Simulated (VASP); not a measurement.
# InAs (F-43m) in VASP: a series of runs

InAs is run at these levels: PBEsol; tasks: relaxation of cell and atoms.

All numbers are computed with VASP 6.6.1; they aren't measurements. Logs are shortened: lines on timing, memory, paths and dates and some standing lists are left out, and cuts for length are marked.

## (1) The cell of the first run

The structure is cubic, space group F-43m (No. 216). Conventional cell: a = 6.088 Å, b = 6.088 Å, c = 6.088 Å, α = 90.00°, β = 90.00°, γ = 90.00°. Within 3.5 Å of In (site symmetry -43m) lie 4 As at 2.64 Å. As (site symmetry -43m) has 4 In at 2.64 Å within 3.5 Å.

## (2) Relaxation of cell and atoms, PBEsol, target pressure 2 GPa, at which the enthalpy is minimised

Input file INCAR:

```
SYSTEM = InAs
  PREC = Accurate
  ENCUT = 600
  EDIFF = 1E-7
  ISMEAR = -1
  SIGMA = 0.08
  LREAL = .False.
  LASPH = .True.
  NELM = 100
  ALGO = Normal
  ISIF = 3
  LWAVE = .False.
  LCHARG = .False.
  GGA = PS
  IBRION = 2
  NSW = 100
  EDIFFG = -0.002
  PSTRESS = 20.0
```

Input file KPOINTS:

```
regular mesh
0
Gamma
  14 14 14
  0 0 0
```

Input file POSCAR:

```
InAs
1.0
    0.0000000000      3.0438735453      3.0438735453
    3.0438735453      0.0000000000      3.0438735453
    3.0438735453      3.0438735453      0.0000000000
In As
1 1
Direct
    0.0000000000      0.0000000000      0.0000000000
    0.7500000000      0.7500000000      0.7500000000
```

Potentials or basis: VASP PAW PBE potentials, release 64 (In_d, As).

On the command line:

```sh
cat potpaw_PBE.64/In_d/POTCAR potpaw_PBE.64/As/POTCAR > POTCAR
mpirun -np 1 vasp_std > vasp.out
```

OUTCAR:

```text
SYSTEM = InAs
   PREC = Accurate
   ENCUT = 600
   EDIFF = 1E-7
   ISMEAR = -1
   LREAL = .False.
   LASPH = .True.
   NELM = 100
   ISIF = 3
   GGA = PS
   IBRION = 2
   NSW = 100
   EDIFFG = -0.002
   PSTRESS = 20.0

 ion  position               nearest neighbor table
   1  0.000  0.000  0.000-   2 2.64   2 2.64   2 2.64   2 2.64
   2  0.750  0.750  0.750-   1 2.64   1 2.64   1 2.64   1 2.64

  LATTYP: Found a face centered cubic cell.
 ALAT       =     6.0877470906

  Lattice vectors:

 A1 = (   0.0000000000,   3.0438735453,   3.0438735453)
 A2 = (   3.0438735453,   0.0000000000,   3.0438735453)
 A3 = (   3.0438735453,   3.0438735453,   0.0000000000)

Analysis of symmetry for initial positions (statically):
=====================================================================
 Subroutine PRICEL returns:
 Original cell was already a primitive cell.

 Routine SETGRP: Setting up the symmetry group for a
 face centered cubic supercell.

 Subroutine GETGRP returns: Found 24 space group operations
 (whereof 24 operations were pure point group operations)
 out of a pool of 48 trial point group operations.

The static configuration has the point symmetry T_d .

Analysis of symmetry for dynamics (positions and initial velocities):
=====================================================================
 Subroutine PRICEL returns:
 Original cell was already a primitive cell.

 Routine SETGRP: Setting up the symmetry group for a
 face centered cubic supercell.

 Subroutine GETGRP returns: Found 24 space group operations
 (whereof 24 operations were pure point group operations)
 out of a pool of 48 trial point group operations.

The dynamic configuration has the point symmetry T_d .

 Subroutine INISYM returns: Found 24 space group operations
 (whereof 24 operations are pure point group operations),
 and found     1 'primitive' translations

----------------------------------------------------------------------------------------

                                     Primitive cell

  volume of cell :      56.4040

  direct lattice vectors                    reciprocal lattice vectors
     0.000000000  3.043873545  3.043873545    -0.164264380  0.164264380  0.164264380
     3.043873545  0.000000000  3.043873545     0.164264380 -0.164264380  0.164264380
     3.043873545  3.043873545  0.000000000     0.164264380  0.164264380 -0.164264380

  length of vectors
     4.304687250  4.304687250  4.304687250     0.284514252  0.284514252  0.284514252

  position of ions in fractional coordinates (direct lattice)
     0.000000000  0.000000000  0.000000000
     0.750000000  0.750000000  0.750000000

  ion indices of the primitive-cell ions
   primitive index   ion index
                 1           1
                 2           2

----------------------------------------------------------------------------------------

 KPOINTS: regular mesh

Automatic generation of k-mesh.
 Grid dimensions read from file:
 generate k-points for:   14   14   14

 Generating k-lattice:

  Cartesian coordinates                     Fractional coordinates (reciprocal lattice)
    -0.011733170  0.011733170  0.011733170     0.071428571  0.000000000  0.000000000
     0.011733170 -0.011733170  0.011733170     0.000000000  0.071428571  0.000000000
     0.011733170  0.011733170 -0.011733170     0.000000000  0.000000000  0.071428571

  Length of vectors
     0.020322447  0.020322447  0.020322447

  Shift w.r.t. Gamma in fractional coordinates (k-lattice)
     0.000000000  0.000000000  0.000000000

 Subroutine IBZKPT returns following result:
 ===========================================

 Found    104 irreducible k-points:

 Following reciprocal coordinates:
            Coordinates               Weight
  0.000000  0.000000  0.000000      1.000000
  0.071429  0.000000  0.000000      8.000000
  0.142857  0.000000  0.000000      8.000000
  0.214286  0.000000  0.000000      8.000000
  0.285714  0.000000  0.000000      8.000000
  0.357143  0.000000  0.000000      8.000000
[... 16 lines left out ...]
  0.214286  0.142857  0.000000     24.000000
  0.285714  0.142857  0.000000     24.000000
 [... further k-points ...]
   k-points           NKPTS =    104   k-points in BZ     NKDIM =    104   number of bands    NBANDS=     13
   number of dos      NEDOS =    301   number of ions     NIONS =      2
   total plane-waves  NPLWV =  46656
   dimension x,y,z NGX =    36 NGY =   36 NGZ =   36
   dimension x,y,z NGXF=    72 NGYF=   72 NGZF=   72
   ions per type =               1   1
   NGX,Y,Z   is equivalent  to a cutoff of  13.90, 13.90, 13.90 a.u.
   NGXF,Y,Z  is equivalent  to a cutoff of  27.81, 27.81, 27.81 a.u.
 SYSTEM =  InAs
   PREC   = accura    normal or accurate (medium, high low for compatibility)
   ISTART =      0    job   : 0-new  1-cont  2-samecut
   ICHARG =      2    charge: 1-file 2-atom 10-const
   ISPIN  =      1    spin polarized calculation?
   LNONCOLLINEAR =      F non collinear calculations
   LSORBIT =      F    spin-orbit coupling
   LASPH  =      T    aspherical Exc in radial PAW
   ENCUT  =  600.0 eV  44.10 Ry    6.64 a.u.   8.60  8.60  8.60*2*pi/ulx,y,z
   NELM   =    100;   NELMIN=  2; NELMDL= -5     # of ELM steps
   EDIFF  = 0.1E-06   stopping-criterion for ELM
   LREAL  =      F    real-space projection
   EDIFFG = -.2E-02   stopping-criterion for IOM
   NSW    =    100    number of steps for IOM
   IBRION =      2    ionic relax: 0-MD 1-quasi-New 2-CG
   NFREE  =      1    steps in history (QN), initial steepest desc. (CG)
   ISIF   =      3    stress and relaxation
   ISYM   =      2    0-nonsym 1-usesym 2-fastsym
   POTIM  = 0.5000    time-step for ionic-motion
   TEBEG  =    0.0;   TEEND  =   0.0 temperature during run
   PSTRESS=   20.0 pullay stress
   NELECT =      18.0000    total number of electrons
   NUPDOWN=      -1.0000    fix difference up-down
   EMIN   =  10.00;   EMAX   =-10.00  energy-range for DOS
   EFERMI =   0.00;   METHOD = LEGACY
   ISMEAR =    -1;   SIGMA  =   0.08  broadening in eV -4-tet -1-fermi 0-gaus
   EFERMI_NEDOS =   21; number of points for ismear=-14 and -15
   IALGO  =     38    algorithm
   IMIX   =      4    mixing-type and parameters
     AMIX     =   0.40;   BMIX     =  1.00
     AMIX_MAG =   1.60;   BMIX_MAG =  1.00
  volume/ion in A,a.u.               =      28.20       190.32
  Fermi-wavevector in a.u.,A,eV,Ry     =   1.118740  2.114112 17.028760  1.251579
  Thomas-Fermi vector in A             =   2.255373
   LORBIT       =      0    0 simple, 1 ext, 2 COOP (PROOUT), +10 PAW based schemes
   GGA     = PS    functional components
   LHFCALC =     F    Hartree Fock is set to
   AEXX    =    0.0000 exact exchange contribution
   IVDW    =     0    specifies the selected vdW correction
   LEPSILON=     F    determine dielectric tensor
   LRPA    =     F    only Hartree local field effects (RPA)
 conjugate gradient relaxation of ions
 non-spin polarized calculation
  energy-cutoff  :      600.00
  volume of cell :       56.40
 maximum number of plane-waves:      1900
   NGX = 17   NGY = 17   NGZ = 17

--------------------------------------- Ionic step        1  -------------------------------------------

 number of electron      18.0000004 magnetization

 Free energy of the ion-electron system (eV)
  ---------------------------------------------------
  ext. energy  EPLUGINS =         0.00000000
  ---------------------------------------------------
  free energy    TOTEN  =        -8.49136757 eV

  energy without entropy =       -8.49101179  energy(sigma->0) =       -8.49118968

 E-fermi :   4.4019     XC(G=0):  -9.1967

 val. band max:        4.1708298328   @ k =   0.0000   0.0000   0.0000
 cond. band min:       4.7847093101   @ k =   0.0714   0.0000   0.0000
 fundamental gap:      0.6138794774
 Fermi energy:         4.4018899647

 k-point     1 :       0.0000    0.0000    0.0000
  band No.  band energies     occupation
      1     -10.1203      2.00000
      2     -10.1203      2.00000
      3     -10.1203      2.00000
      4     -10.0005      2.00000
      5     -10.0005      2.00000
      6      -7.5905      2.00000
      7       3.7867      1.99909
      8       4.1708      1.89453
      9       4.1708      1.89453
     10       4.1708      1.89453
     11       8.0186      0.00000
     12       8.0186      0.00000
     13       8.0186      0.00000

 k-point     2 :       0.0714    0.0000    0.0000
  band No.  band energies     occupation
      1     -10.1269      2.00000
      2     -10.1184      2.00000
      3     -10.1184      2.00000
      4     -10.0006      2.00000
      5     -10.0006      2.00000
      6      -7.5385      2.00000
      7       2.9953      2.00000
      8       4.1041      1.95279
      9       4.1041      1.95279
     10       4.7847      0.01657
     11       8.0226      0.00000
     12       8.1178      0.00000
     13       8.1178      0.00000
[... 403 lines left out ...]
 VOLUME and BASIS-vectors are now :
 -----------------------------------------------------------------------------
  energy-cutoff  :      600.00
  volume of cell :       53.70
      direct lattice vectors                 reciprocal lattice vectors
     0.000000000  2.994472363  2.994472363    -0.166974324  0.166974324  0.166974324
     2.994472363  0.000000000  2.994472363     0.166974324 -0.166974324  0.166974324
     2.994472363  2.994472363  0.000000000     0.166974324  0.166974324 -0.166974324

 POSITION                                       TOTAL-FORCE (eV/Angst)
 -----------------------------------------------------------------------------------
      0.00000      0.00000      0.00000        -0.000000     -0.000000     -0.000000
      4.49171      4.49171      4.49171         0.000000      0.000000      0.000000
 -----------------------------------------------------------------------------------
    total drift:                               -0.000000     -0.000000     -0.000000

  FREE ENERGIE OF THE ION-ELECTRON SYSTEM (eV)
  ---------------------------------------------------
  free  energy   TOTEN  =        -8.4649641855 eV

  energy  without entropy=       -8.4646516953  energy(sigma->0) =       -8.46480794

  enthalpy is  TOTEN    =        -7.7946007216 eV   P V=        0.6703634640

--------------------------------------- Ionic step        3  -------------------------------------------

 number of electron      18.0000002 magnetization

 Free energy of the ion-electron system (eV)
  ---------------------------------------------------
  ext. energy  EPLUGINS =         0.00000000
  ---------------------------------------------------
  free energy    TOTEN  =        -8.48026204 eV

  energy without entropy =       -8.47993969  energy(sigma->0) =       -8.48010087

 E-fermi :   4.7188     XC(G=0):  -9.3343

 val. band max:        4.4890933940   @ k =   0.0000   0.0000   0.0000
 cond. band min:       5.1915149028   @ k =   0.0714   0.0000   0.0000
 fundamental gap:      0.7024215088
 Fermi energy:         4.7188152665

 k-point     1 :       0.0000    0.0000    0.0000
  band No.  band energies     occupation
      1      -9.8677      2.00000
      2      -9.8677      2.00000
      3      -9.8677      2.00000
      4      -9.7347      2.00000
      5      -9.7347      2.00000
      6      -7.4766      2.00000
      7       4.2642      1.99322
      8       4.4891      1.89284
      9       4.4891      1.89284
     10       4.4891      1.89284
     11       8.3497      0.00000
     12       8.3497      0.00000
     13       8.3497      0.00000

 k-point     2 :       0.0714    0.0000    0.0000
  band No.  band energies     occupation
      1      -9.8753      2.00000
      2      -9.8656      2.00000
      3      -9.8656      2.00000
      4      -9.7348      2.00000
      5      -9.7348      2.00000
      6      -7.4214      2.00000
      7       3.3714      2.00000
      8       4.4185      1.95421
      9       4.4185      1.95421
     10       5.1915      0.00542
     11       8.3612      0.00000
     12       8.4533      0.00000
     13       8.4533      0.00000
[... 365 lines left out ...]
 VOLUME and BASIS-vectors are now :
 -----------------------------------------------------------------------------
  energy-cutoff  :      600.00
  volume of cell :       54.65
      direct lattice vectors                 reciprocal lattice vectors
     0.000000000  3.012005143  3.012005143    -0.166002373  0.166002373  0.166002373
     3.012005143  0.000000000  3.012005143     0.166002373 -0.166002373  0.166002373
     3.012005143  3.012005143  0.000000000     0.166002373  0.166002373 -0.166002373

 POSITION                                       TOTAL-FORCE (eV/Angst)
 -----------------------------------------------------------------------------------
      0.00000      0.00000      0.00000         0.000000      0.000000      0.000000
      4.51801      4.51801      4.51801        -0.000000     -0.000000     -0.000000
 -----------------------------------------------------------------------------------
    total drift:                               -0.000000     -0.000000     -0.000000

  FREE ENERGIE OF THE ION-ELECTRON SYSTEM (eV)
  ---------------------------------------------------
  free  energy   TOTEN  =        -8.4802620449 eV

  energy  without entropy=       -8.4799396902  energy(sigma->0) =       -8.48010087

  enthalpy is  TOTEN    =        -7.7980544719 eV   P V=        0.6822075730

 reached required accuracy - stopping structural energy minimisation
```

It took 2.5 min on 1 thread of AMD EPYC 9R45 (Zen 5), shared host; peak memory 0.25 GiB.

Results:

| Property | Result |
| --- | --- |
| Free energy | -8.4803 eV |
| Relaxed volume | 27.33 Å³/atom |
| Relaxed cell | a = 4.260 Å, b = 4.260 Å, c = 4.260 Å, α = 60.00°, β = 60.00°, γ = 60.00° |
| Space group after relaxing (to 0.1 Å) | F-43m (No. 216) |
| Energy change on relaxing (the run minimises the enthalpy) | +5.6 meV/atom |
| Ionic steps | 3 |
| Pressure after relaxing | 2.0 GPa |
| Band gap on the k mesh | zero (filled and empty bands touch) |

The path:
```
step  energy change (eV)  largest force (eV/Å)  pressure (GPa)  volume (Å³)
   1              0.0000                0.0000            0.09        56.40
   2              0.0264                0.0000            3.19        53.70
   3              0.0111                0.0000            1.99        54.65
```

Final structure:
```
In As
1.0
     0.00000    3.01201    3.01201
     3.01201    0.00000    3.01201
     3.01201    3.01201    0.00000
In As
1 1
Direct
  0.00000 0.00000 0.00000
  0.75000 0.75000 0.75000
```

Caveat: the cell is relaxed towards a set pressure, so the run minimises the enthalpy, not the energy; semilocal functionals underestimate gaps, so a narrow gap can read as zero; the PAW data sets were made with another functional, which shifts forces and pressure a little; spin-orbit coupling is left out, which moves the levels of the heavy elements.

## (3) Relaxation of cell and atoms, PBEsol, target pressure 4 GPa, at which the enthalpy is minimised

Input file INCAR:

```
PREC = Accurate ; ENCUT = 600
EDIFF = 1E-7 ; ISMEAR = -1
SIGMA = 0.08 ; LREAL = F
LASPH = T ; NELM = 100
ALGO = Normal ; ISIF = 3
LWAVE = F ; LCHARG = F
GGA = PS ; IBRION = 2
NSW = 100 ; EDIFFG = -0.002
PSTRESS = 40.0
```

Input file KPOINTS:

```
Automatic mesh
0
Gamma
  14 14 14
```

POSCAR is that of step 2.

Potentials or basis: VASP PAW PBE potentials, release 64 (In_d, As).

On the command line:

```sh
cat potpaw_PBE.64/In_d/POTCAR potpaw_PBE.64/As/POTCAR > POTCAR
mpirun -np 1 vasp_std > vasp.out
```

Wall time 3.8 min (1 thread of AMD EPYC 9R45 (Zen 5), shared host); peak memory 0.27 GiB.

Results (log left out):

```yaml
Free_energy: -8.4515 eV
Relaxed_volume: 26.55 Å³/atom
Relaxed_cell: a = 4.219 Å, b = 4.219 Å, c = 4.219 Å, α = 60.00°, β = 60.00°, γ = 60.00°
Space_group_after_relaxing_to_0.1_Å: F-43m (No. 216)
Energy_change_on_relaxing_the_run_minimises_the_enthalpy: +20.0 meV/atom
Ionic_steps: 6
Pressure_after_relaxing: 4.0 GPa
Band_gap_on_the_k_mesh: zero (filled and empty bands touch)
```

Step by step:
| step | energy change (eV) | largest force (eV/Å) | pressure (GPa) | volume (Å³) |
| --- | --- | --- | --- | --- |
| 1 | 0.0000 | 0.0000 | 0.09 | 56.40 |
| 2 | 0.1143 | 0.0000 | 7.33 | 50.97 |
| 3 | 0.0397 | 0.0000 | 3.99 | 53.11 |
| 4 | 0.0413 | 0.0000 | 4.07 | 53.04 |
| 5 | 0.0391 | 0.0000 | 3.96 | 53.13 |
| 6 | 0.0399 | 0.0000 | 4.00 | 53.10 |

Final structure:
```
In As
1.0
     0.00000    2.98323    2.98323
     2.98323    0.00000    2.98323
     2.98323    2.98323    0.00000
In As
1 1
Direct
  0.00000 0.00000 0.00000
  0.75000 0.75000 0.75000
```

Levels at points of the mesh, in eV from the Fermi level:
```
           k point  band 5  band 6  band 7  band 8  band 9  band 10  band 11  band 12  band 13
(0.00, 0.00, 0.00)  -14.51  -12.39   -0.31   -0.23   -0.23    -0.23     3.64     3.64     3.64
(0.50, 0.00, 0.00)  -14.50  -10.77   -6.26   -1.29   -1.29     0.73     4.41     4.41     6.52
(0.50, 0.50, 0.00)  -14.48  -10.18   -6.29   -2.71   -2.71     1.14     1.75     9.11     9.27
```

Caveat: the cell is relaxed towards a set pressure, so the run minimises the enthalpy, not the energy; semilocal functionals underestimate gaps, so a narrow gap can read as zero; the PAW data sets were made with another functional, which shifts forces and pressure a little; spin-orbit coupling is left out, which moves the levels of the heavy elements.

(Continued in part 2 of 2.)
